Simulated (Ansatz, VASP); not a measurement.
One calculation of Mo3As, two programs

```
Mo As
1.0
     3.02035    0.00000    0.00000
    -1.51018    2.61570    0.00000
     0.00000    0.00000    8.89297
Mo As
3 1
Direct
  0.66667 0.33333 0.77469
  0.66667 0.33333 0.22531
  0.33333 0.66667 0.00000
  0.66667 0.33333 0.50000
```

Alike in both runs: functional PBE; k mesh 18 × 18 × 6; occupations gaussian, width 0.1 eV; no spin polarisation.

Ansatz relaxed the structure, and its values are those at the end. VASP's run is a single point on that final structure, the one shown.

```csv
,VASP,Ansatz
version,VASP 6.6.1,Ansatz 0.2.0
potentials or method,"VASP PAW PBE potentials, release 64 (Mo_sv, As), cutoff 520 eV","scalar-relativistic, plane waves, PAW"
valence electrons in the cell,47,57
```

```tsv
	VASP	Ansatz	Ansatz less VASP
gap on the k mesh at the Fermi level (eV)	none	none	-
pressure (GPa)	0.3	0.0	-0.35
rms of the force components (eV/Å)	0.003	0.001	-0.0025
```

A gap of «none» marks a metal or a gap that the smearing closes. VASP's potentials hold 47 valence electrons a cell and Ansatz's 57, so a difference there can come from the potentials and not from the codes.
